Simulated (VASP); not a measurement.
Si, 2 atoms in the cell. Symmetry: Fd-3m, No. 227, cubic system. The conventional cell has a = 5.444 Å, b = 5.444 Å, c = 5.444 Å, α = 90.00°, β = 90.00°, γ = 90.00°. Si (site symmetry -43m) has 4 Si at 2.36 Å within 3.1 Å. 

* Program: VASP 6.6.1
* Task: single point
* Functional: PBE
* Potentials or basis: VASP PAW PBE potentials, release 64 (Si)
* Cutoff: 520 eV
* k mesh: 8 × 8 × 8
* Occupations: gaussian, width 0.01 eV
* Spin: no spin polarisation
* Dipole correction: no
* Further INCAR settings: ALGO = Normal; EDIFF = 1e-06; NBANDS = 11

Potentials or basis: VASP PAW PBE potentials, release 64 (Si).

The run is started by

```sh
$ cat potpaw_PBE.64/Si/POTCAR > POTCAR
$ mpirun -np 1 vasp_std > vasp.out
```

Hardware: 1 thread of AMD EPYC 7R13 Processor (Zen 3), on a shared host.

Task: How long does it take, and how much memory?

Result: Wall time 7.8 s on 1 thread of AMD EPYC 7R13 Processor (Zen 3), on a shared host, peak memory 0.13 GiB. Counts: scf iterations 11, k points 29.
